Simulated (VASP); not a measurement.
# PbO (P4/nmm) in VASP: single point with LDA

Aim: the single point of PbO with LDA.

All numbers are computed with VASP 6.6.1; they aren't measurements. Logs are shortened: lines on timing, memory, paths and dates and some standing lists are left out, and cuts for length are marked.

**1. The cell of the first run**

The structure is tetragonal, space group P4/nmm (No. 129). Conventional cell: a = 3.974 Å, b = 3.974 Å, c = 5.022 Å, α = 90.00°, β = 90.00°, γ = 90.00°. Pb (site symmetry 4mm) has 4 O at 2.31 Å within 3.1 Å. O (site symmetry -4m2) has 4 Pb at 2.31 Å and 4 O at 2.81 Å within 3.1 Å.

**2. Single point, LDA**

Contents of INCAR:

```
PREC = Accurate
ENCUT = 520
EDIFF = 1E-6
ISMEAR = 0
SIGMA = 0.05
LREAL = False
LASPH = True
NELM = 100
ALGO = Normal
ISIF = 2
LWAVE = False
LCHARG = True
GGA = CA
LELF = True
LVHAR = True
NBANDS = 28
```

Contents of KPOINTS:

```
Automatic mesh
0
Gamma
  8 8 6
```

Contents of POSCAR:

```
PbO
1.0
    3.9744000000      0.0000000000      0.0000000000
    0.0000000000      3.9744000000      0.0000000000
    0.0000000000      0.0000000000      5.0220000000
Pb O
2 2
Direct
    0.0000000000      0.5000000000      0.2351000000
    0.5000000000      0.0000000000      0.7649000000
    0.0000000000      0.0000000000      0.0000000000
    0.5000000000      0.5000000000      0.0000000000
```

Potentials or basis: VASP PAW LDA potentials, release 64 (Pb_d, O).

Started as:

```bash
> cat potpaw_LDA.64/Pb_d/POTCAR potpaw_LDA.64/O/POTCAR > POTCAR
> mpirun -np 1 vasp_std > vasp.out
```

OUTCAR:

```text
PREC = Accurate
   ENCUT = 520
   EDIFF = 1E-6
   ISMEAR = 0
   LREAL = False
   LASPH = True
   NELM = 100
   ISIF = 2
   GGA = CA

 ion  position               nearest neighbor table
   1  0.000  0.500  0.235-   3 2.31   4 2.31   3 2.31   4 2.31   2 3.67   2 3.67   2 3.67   2 3.67
                             2 3.87   2 3.87   2 3.87   2 3.87
   2  0.500  0.000  0.765-   3 2.31   4 2.31   4 2.31   3 2.31   1 3.67   1 3.67   1 3.67   1 3.67
                             1 3.87   1 3.87   1 3.87   1 3.87
   3  0.000  0.000  0.000-   1 2.31   2 2.31   1 2.31   2 2.31
   4  0.500  0.500  0.000-   1 2.31   2 2.31   2 2.31   1 2.31

  LATTYP: Found a simple tetragonal cell.
 ALAT       =     3.9744000000
 C/A-ratio  =     1.2635869565

  Lattice vectors:

 A1 = (   3.9744000000,   0.0000000000,   0.0000000000)
 A2 = (   0.0000000000,   3.9744000000,   0.0000000000)
 A3 = (   0.0000000000,   0.0000000000,   5.0220000000)

Analysis of symmetry for initial positions (statically):
=====================================================================
 Subroutine PRICEL returns:
 Original cell was already a primitive cell.

 Routine SETGRP: Setting up the symmetry group for a
 simple tetragonal supercell.

 Subroutine GETGRP returns: Found 16 space group operations
 (whereof  8 operations were pure point group operations)
 out of a pool of 16 trial point group operations.

The static configuration has the point symmetry D_2d.
 The point group associated with its full space group is D_4h.

Analysis of symmetry for dynamics (positions and initial velocities):
=====================================================================
 Subroutine PRICEL returns:
 Original cell was already a primitive cell.

 Routine SETGRP: Setting up the symmetry group for a
 simple tetragonal supercell.

 Subroutine GETGRP returns: Found 16 space group operations
 (whereof  8 operations were pure point group operations)
 out of a pool of 16 trial point group operations.

The dynamic configuration has the point symmetry D_2d.
 The point group associated with its full space group is D_4h.

 Subroutine INISYM returns: Found 16 space group operations
 (whereof  8 operations are pure point group operations),
 and found     1 'primitive' translations

----------------------------------------------------------------------------------------

                                     Primitive cell

  volume of cell :      79.3268

  direct lattice vectors                    reciprocal lattice vectors
     3.974400000  0.000000000  0.000000000     0.251610306  0.000000000  0.000000000
     0.000000000  3.974400000  0.000000000     0.000000000  0.251610306  0.000000000
     0.000000000  0.000000000  5.022000000     0.000000000  0.000000000  0.199123855

  length of vectors
     3.974400000  3.974400000  5.022000000     0.251610306  0.251610306  0.199123855

  position of ions in fractional coordinates (direct lattice)
     0.000000000  0.500000000  0.235100000
     0.500000000  0.000000000  0.764900000
     0.000000000  0.000000000  0.000000000
     0.500000000  0.500000000  0.000000000

  ion indices of the primitive-cell ions
   primitive index   ion index
                 1           1
                 2           2
                 3           3
                 4           4

----------------------------------------------------------------------------------------

 KPOINTS: Automatic mesh

Automatic generation of k-mesh.
 Grid dimensions read from file:
 generate k-points for:    8    8    6

 Generating k-lattice:

  Cartesian coordinates                     Fractional coordinates (reciprocal lattice)
     0.031451288  0.000000000  0.000000000     0.125000000  0.000000000  0.000000000
     0.000000000  0.031451288  0.000000000     0.000000000  0.125000000  0.000000000
     0.000000000  0.000000000  0.033187309     0.000000000  0.000000000  0.166666667

  Length of vectors
     0.031451288  0.031451288  0.033187309

  Shift w.r.t. Gamma in fractional coordinates (k-lattice)
     0.000000000  0.000000000  0.000000000

 Subroutine IBZKPT returns following result:
 ===========================================

 Found     60 irreducible k-points:

 Following reciprocal coordinates:
            Coordinates               Weight
  0.000000  0.000000  0.000000      1.000000
  0.125000  0.000000  0.000000      4.000000
  0.250000  0.000000  0.000000      4.000000
  0.375000  0.000000  0.000000      4.000000
  0.500000  0.000000  0.000000      2.000000
  0.125000  0.125000  0.000000      4.000000
[... 16 lines left out ...]
  0.375000  0.125000  0.166667     16.000000
  0.500000  0.125000  0.166667      8.000000
 [... further k-points ...]
   k-points           NKPTS =     60   k-points in BZ     NKDIM =     60   number of bands    NBANDS=     28
   number of dos      NEDOS =    301   number of ions     NIONS =      4
   total plane-waves  NPLWV =  36000
   dimension x,y,z NGX =    30 NGY =   30 NGZ =   40
   dimension x,y,z NGXF=    60 NGYF=   60 NGZF=   80
   ions per type =               2   2
   NGX,Y,Z   is equivalent  to a cutoff of  12.55, 12.55, 13.24 a.u.
   NGXF,Y,Z  is equivalent  to a cutoff of  25.10, 25.10, 26.48 a.u.
 SYSTEM =  unknown system
   PREC   = accura    normal or accurate (medium, high low for compatibility)
   ISTART =      0    job   : 0-new  1-cont  2-samecut
   ICHARG =      2    charge: 1-file 2-atom 10-const
   ISPIN  =      1    spin polarized calculation?
   LNONCOLLINEAR =      F non collinear calculations
   LSORBIT =      F    spin-orbit coupling
   LASPH  =      T    aspherical Exc in radial PAW
   ENCUT  =  520.0 eV  38.22 Ry    6.18 a.u.   7.39  7.39  9.34*2*pi/ulx,y,z
   NELM   =    100;   NELMIN=  2; NELMDL= -5     # of ELM steps
   EDIFF  = 0.1E-05   stopping-criterion for ELM
   LREAL  =      F    real-space projection
   EDIFFG = 0.1E-04   stopping-criterion for IOM
   NSW    =      0    number of steps for IOM
   IBRION =     -1    ionic relax: 0-MD 1-quasi-New 2-CG
   NFREE  =      0    steps in history (QN), initial steepest desc. (CG)
   ISIF   =      2    stress and relaxation
   ISYM   =      2    0-nonsym 1-usesym 2-fastsym
   POTIM  = 0.5000    time-step for ionic-motion
   TEBEG  =    0.0;   TEEND  =   0.0 temperature during run
   PSTRESS=    0.0 pullay stress
   NELECT =      40.0000    total number of electrons
   NUPDOWN=      -1.0000    fix difference up-down
   EMIN   =  10.00;   EMAX   =-10.00  energy-range for DOS
   EFERMI =   0.00;   METHOD = LEGACY
   ISMEAR =     0;   SIGMA  =   0.05  broadening in eV -4-tet -1-fermi 0-gaus
   EFERMI_NEDOS =   21; number of points for ismear=-14 and -15
   IALGO  =     38    algorithm
   IMIX   =      4    mixing-type and parameters
     AMIX     =   0.40;   BMIX     =  1.00
     AMIX_MAG =   1.60;   BMIX_MAG =  1.00
  volume/ion in A,a.u.               =      19.83       133.83
  Fermi-wavevector in a.u.,A,eV,Ry     =   1.303031  2.462372 23.101207  1.697891
  Thomas-Fermi vector in A             =   2.434060
   LORBIT       =      0    0 simple, 1 ext, 2 COOP (PROOUT), +10 PAW based schemes
   GGA     = CA    functional components
   LHFCALC =     F    Hartree Fock is set to
   AEXX    =    0.0000 exact exchange contribution
   IVDW    =     0    specifies the selected vdW correction
   LEPSILON=     F    determine dielectric tensor
   LRPA    =     F    only Hartree local field effects (RPA)
 non-spin polarized calculation
 Gauss-broadening in eV      SIGMA  =   0.05
  energy-cutoff  :      520.00
  volume of cell :       79.33
 maximum number of plane-waves:      2171
 NGX is ok and might be reduce to    30
   NGX = 15   NGY = 15   NGZ = 19

 number of electron      39.9999996 magnetization

 Free energy of the ion-electron system (eV)
  ---------------------------------------------------
  ext. energy  EPLUGINS =         0.00000000
  ---------------------------------------------------
  free energy    TOTEN  =       -24.39359860 eV

  energy without entropy =      -24.39359860  energy(sigma->0) =      -24.39359860

 E-fermi :   5.1215     XC(G=0): -10.2995

 val. band max:        4.8535916679   @ k =   0.1250   0.0000   0.0000
 cond. band min:       6.0355568410   @ k =   0.5000   0.5000   0.0000
 fundamental gap:      1.1819651731
 Fermi energy:         5.1215130908

 k-point     1 :       0.0000    0.0000    0.0000
  band No.  band energies     occupation
      1     -13.3675      2.00000
      2     -12.8464      2.00000
      3     -11.1085      2.00000
      4     -11.1085      2.00000
      5     -11.0373      2.00000
      6     -11.0254      2.00000
[... 20 lines left out ...]
     27      12.3230      0.00000
     28      12.8635      0.00000

 k-point     2 :       0.1250    0.0000    0.0000
  band No.  band energies     occupation
      1     -13.3329      2.00000
      2     -12.8559      2.00000
      3     -11.1008      2.00000
      4     -11.0986      2.00000
      5     -11.0253      2.00000
      6     -11.0158      2.00000
[... 20 lines left out ...]
     27      12.5510      0.00000
     28      13.8790      0.00000

 k-point     3 :       0.2500    0.0000    0.0000
  band No.  band energies     occupation
      1     -13.2440      2.00000
      2     -12.8878      2.00000
      3     -11.0793      2.00000
      4     -11.0710      2.00000
      5     -10.9904      2.00000
      6     -10.9901      2.00000
[... 20 lines left out ...]
     27      12.8227      0.00000
     28      15.6757      0.00000

 k-point     4 :       0.3750    0.0000    0.0000
  band No.  band energies     occupation
      1     -13.1337      2.00000
      2     -12.9462      2.00000
      3     -11.0486      2.00000
      4     -11.0350      2.00000
      5     -10.9835      2.00000
      6     -10.9818      2.00000
[... 20 lines left out ...]
     27      13.2514      0.00000
     28      15.1350      0.00000

 k-point     5 :       0.5000    0.0000    0.0000
  band No.  band energies     occupation
      1     -13.0300      2.00000
      2     -13.0300      2.00000
      3     -11.0148      2.00000
      4     -11.0148      2.00000
      5     -11.0017      2.00000
      6     -11.0017      2.00000
[... 20 lines left out ...]
     27      13.9861      0.00000
     28      13.9861      0.00000

 k-point     6 :       0.1250    0.1250    0.0000
  band No.  band energies     occupation
      1     -13.3010      2.00000
      2     -12.8647      2.00000
      3     -11.1039      2.00000
      4     -11.0766      2.00000
      5     -11.0145      2.00000
      6     -11.0090      2.00000
[... 463 lines left out ...]
      5     -11.0148      2.00000
      6     -11.0060      2.00000
[... 20 lines left out ...]
     27      13.1589      0.00000
     28      14.3696      0.00000

 k-point    22 :       0.2500    0.1250    0.1667
  band No.  band energies     occupation
      1     -13.2183      2.00000
      2     -12.8929      2.00000
      3     -11.0773      2.00000
      4     -11.0470      2.00000
      5     -10.9930      2.00000
      6     -10.9769      2.00000
[... 20 lines left out ...]
     27      13.7386      0.00000
     28      15.1201      0.00000

 k-point    23 :       0.3750    0.1250    0.1667
  band No.  band energies     occupation
      1     -13.1203      2.00000
      2     -12.9487      2.00000
      3     -11.0528      2.00000
      4     -11.0208      2.00000
      5     -10.9925      2.00000
      6     -10.9654      2.00000
[... 20 lines left out ...]
     27      13.9648      0.00000
     28      14.4762      0.00000

 k-point    24 :       0.5000    0.1250    0.1667
  band No.  band energies     occupation
      1     -13.0266      2.00000
      2     -13.0266      2.00000
      3     -11.0277      2.00000
      4     -11.0277      2.00000
      5     -10.9833      2.00000
      6     -10.9833      2.00000
[... 20 lines left out ...]
     27      14.1723      0.00000
     28      14.1723      0.00000

 [... further k-points ...]

------------------------ aborting loop because EDIFF is reached ----------------------------------------

  FORCE on cell =-STRESS in cart. coord.  units (eV):
  Direction    XX          YY          ZZ          XY          YZ          ZX
  --------------------------------------------------------------------------------------
  -------------------------------------------------------------------------------------
  Total       -0.8779279     -0.8779279     -0.6391028      0.0000000     -0.0000000      0.0000000
  in kB      -17.7316672    -17.7316672    -12.9080745      0.0000000     -0.0000000      0.0000000
  external PRESSURE =     -16.1238030 kB  Pullay stress =       0.0000000 kB

 VOLUME and BASIS-vectors are now :
 -----------------------------------------------------------------------------
  energy-cutoff  :      520.00
  volume of cell :       79.33
      direct lattice vectors                 reciprocal lattice vectors
     3.974400000  0.000000000  0.000000000     0.251610306  0.000000000  0.000000000
     0.000000000  3.974400000  0.000000000     0.000000000  0.251610306  0.000000000
     0.000000000  0.000000000  5.022000000     0.000000000  0.000000000  0.199123855

 POSITION                                       TOTAL-FORCE (eV/Angst)
 -----------------------------------------------------------------------------------
      0.00000      1.98720      1.18067         0.000000     -0.000000     -0.093531
      1.98720      0.00000      3.84133        -0.000000     -0.000000      0.093531
      0.00000      0.00000      0.00000         0.000000      0.000000     -0.000000
      1.98720      1.98720      0.00000         0.000000     -0.000000     -0.000000
 -----------------------------------------------------------------------------------
    total drift:                                0.000000      0.000000     -0.000000

  FREE ENERGIE OF THE ION-ELECTRON SYSTEM (eV)
  ---------------------------------------------------
  free  energy   TOTEN  =       -24.3935986007 eV

  energy  without entropy=      -24.3935986007  energy(sigma->0) =      -24.39359860
```

It took 82 s on 1 thread of Intel Xeon Platinum 8488C (Sapphire Rapids), shared host; peak memory 0.23 GiB.

Results:

* Free energy: -24.3936 eV
* Pressure: -1.6 GPa
* Largest force: 0.094 eV/Å
* Band gap on the k mesh: 1.18 eV, indirect (least direct gap 2.22 eV)

Forces on the atoms (eV/Å):
```
Pb   0.000  0.000 -0.094
Pb   0.000  0.000  0.094
O    0.000  0.000  0.000
O    0.000  0.000  0.000
```

Caveat: spin-orbit coupling is left out, which moves the levels of the heavy elements. A k mesh can miss the band edges.
